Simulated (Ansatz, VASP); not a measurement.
# Two plane-wave programs on Ba2H

INCAR

```
SYSTEM = Ba2H
  PREC = Accurate
  ENCUT = 520
  EDIFF = 1E-6
  ISMEAR = 0
  SIGMA = 0.1
  LREAL = .False.
  LASPH = .True.
  NELM = 100
  ALGO = Normal
  ISIF = 2
  LWAVE = .False.
  LCHARG = .False.
  GGA = PE
  NBANDS = 18
```

KPOINTS

```
regular mesh
0
Gamma
  6 6 6
  0 0 0
```

The input POSCAR:

```
Ba2H
1.0
   -2.0000221273      2.0000221273      4.9063042810
    2.0000221273     -2.0000221273      4.9063042810
    2.0000221273      2.0000221273     -4.9063042810
Ba H
2 1
Direct
    0.6650000000      0.6650000000      0.0000000000
    0.3350000000      0.3350000000      0.0000000000
    0.0000000000      0.0000000000      0.0000000000
```

Input for Ansatz:

```yaml
crystal:
  lattice:
    - [-2.0000221273, 2.0000221273, 4.906304281]
    - [2.0000221273, -2.0000221273, 4.906304281]
    - [2.0000221273, 2.0000221273, -4.906304281]
  atoms:
    - { symbol: Ba, position: [0.665, 0.665, 0.0] }
    - { symbol: Ba, position: [0.335, 0.335, 0.0] }
    - { symbol: H, position: [0.0, 0.0, 0.0] }
basis:
  ecutwfc: 420
kpoints:
  mp_grid: { grid: [6, 6, 6] }
hamiltonian:
  xc: pbe
scf:
  occupations: { method: gaussian, width: 0.1 }
  lower_state_search: "off"
output:
  forces: true
  stress: true
  eigenvalues: true
```

Alike in both runs: task single point; functional PBE; k mesh 6 × 6 × 6; occupations gaussian, width 0.1 eV; no spin polarisation.

|  | VASP | Ansatz |
| --- | --- | --- |
| version | VASP 6.6.1 | Ansatz 0.2.0 |
| potentials or method | VASP PAW PBE potentials, release 64 (Ba_sv, H), cutoff 520 eV | scalar-relativistic, plane waves, PAW |
| valence electrons in the cell | 21 | 21 |

|  | VASP | Ansatz | Ansatz less VASP |
| --- | --- | --- | --- |
| gap on the k mesh at the Fermi level (eV) | none | none | - |
| pressure (GPa) | 8.1 | 6.6 | -1.46 |
| traceless stress, the component that is largest in VASP (GPa) | 1.55 | 1.72 | +0.166 |
| rms of the force components (eV/Å) | 0.281 | 0.231 | -0.0508 |

Atom by atom the forces differ by 0.051 eV/Å (rms over components). A gap of «none» marks a metal or a gap that the smearing closes. The functional is the same, so the differences come from potentials, cutoffs and numerics.

The k mesh is coarse, so the values compare programs but aren't converged. Spin-orbit coupling is off throughout.
